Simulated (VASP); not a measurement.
A run of VASP 6.6.1 is set up as follows.

The input INCAR:

```
ALGO     = Normal         # electronic algorithm
EDIFF    = 1E-6           # SCF threshold, eV
ENCUT    = 520            # plane-wave cutoff, eV
GGA      = PE             # functional
ISIF     = 2              # what is computed and relaxed
ISMEAR   = -1             # smearing method
ISPIN    = 2              # spin polarisation
LASPH    = T              # aspherical terms in the spheres
LCHARG   = F              # write CHGCAR
LMAXMIX  = 4              # l up to which the mixer works
LORBIT   = 11             # projections on sites
LREAL    = F              # projectors in reciprocal space
LWAVE    = F              # write WAVECAR
MAGMOM   = 3 3 0 0        # initial moments
NBANDS   = 27             # bands
NELM     = 150            # most SCF steps
PREC     = Accurate       # precision mode
SIGMA    = 0.05           # smearing width, eV
```

File KPOINTS:

```
k-points
0
Gamma
  5 10 10
```

The input POSCAR:

```
CoO
1.0
    0.0000000000      4.2630000000      4.2630000000
    2.1315000000      0.0000000000      2.1315000000
    2.1315000000      2.1315000000      0.0000000000
Co O
2 2
Direct
    0.0000000000      0.0000000000      0.0000000000
    0.5000000000      0.0000000000      0.0000000000
    0.2500000000      0.5000000000      0.5000000000
    0.7500000000      0.5000000000      0.5000000000
```

Potentials or basis: VASP PAW PBE potentials, release 64 (Co, O).

Command:

```console
$ cat potpaw_PBE.64/Co/POTCAR potpaw_PBE.64/O/POTCAR > POTCAR
$ mpirun -np 1 vasp_std > vasp.out
```

(1) Predict the net moment.

(2) Estimate the site moments.

Results:

(1) 5.81 μB per cell.

(2) Co +2.56; O +0.30 μB.
